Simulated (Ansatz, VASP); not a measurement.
**GaSb: VASP beside Ansatz**

The input POSCAR:

```
GaSb
1.0
    0.0000000000      3.1262842998      3.1262842998
    3.1262842998      0.0000000000      3.1262842998
    3.1262842998      3.1262842998      0.0000000000
Ga Sb
1 1
Direct
    0.0000000000      0.0000000000      0.0000000000
    0.2500000000      0.2500000000      0.2500000000
```

File INCAR.step1:

```
SYSTEM = GaSb
PREC = Accurate ; ENCUT = 520
ISMEAR = 0 ; SIGMA = 0.02
LREAL = .False. ; LASPH = .True.
NELM = 80 ; NBANDS = 16
GGA = PE ; ALGO = Normal
EDIFF = 1E-4 ; LWAVE = .True.
LCHARG = .False.
```

Contents of INCAR.step2:

```
SYSTEM = GaSb
PREC = Accurate ; ENCUT = 520
EDIFF = 1E-6 ; ISMEAR = 0
SIGMA = 0.02 ; LREAL = .False.
LASPH = .True. ; NELM = 80
ALGO = Normal ; ISIF = 2
LWAVE = .False. ; LCHARG = .False.
METAGGA = R2SCAN ; LMIXTAU = .True.
NBANDS = 16 ; ISTART = 1
```

Contents of KPOINTS:

```
regular mesh
0
Gamma
  10 10 10
  0 0 0
```

Input for Ansatz:

```yaml
crystal:
  lattice:
    - [0.0, 3.1262842998, 3.1262842998]
    - [3.1262842998, 0.0, 3.1262842998]
    - [3.1262842998, 3.1262842998, 0.0]
  atoms:
    - { symbol: Ga, position: [0.0, 0.0, 0.0] }
    - { symbol: Sb, position: [0.25, 0.25, 0.25] }
basis:
  ecutwfc: 500
kpoints:
  mp_grid: { grid: [10, 10, 10] }
hamiltonian:
  xc: r2scan
scf:
  occupations: { method: gaussian, width: 0.02 }
output:
  forces: true
  stress: true
  eigenvalues: true
```

Alike in both runs: task single point; functional r2SCAN; k mesh 10 × 10 × 10; occupations gaussian, width 0.02 eV; no spin polarisation.

|  | VASP | Ansatz |
| --- | --- | --- |
| version | VASP 6.6.1 | Ansatz 0.2.0 |
| potentials or method | VASP PAW PBE potentials, release 64 (Ga_d, Sb), cutoff 520 eV | scalar-relativistic, plane waves, PAW |
| valence electrons in the cell | 18 | 28 |

Ansatz gave:

```
gap on the k mesh at the Fermi level (eV) : none
pressure (GPa)                            : -2.7
```

Question: Estimate VASP's values.

Answer: gap on the k mesh at the Fermi level (eV): none; pressure (GPa): -2.6.

VASP's potentials were made for PBE, not for r2SCAN. A gap of «none» marks a metal or a gap that the smearing closes. VASP's potentials hold 18 valence electrons a cell and Ansatz's 28, so a difference there can come from the potentials and not from the codes.

Spin-orbit coupling is off throughout.
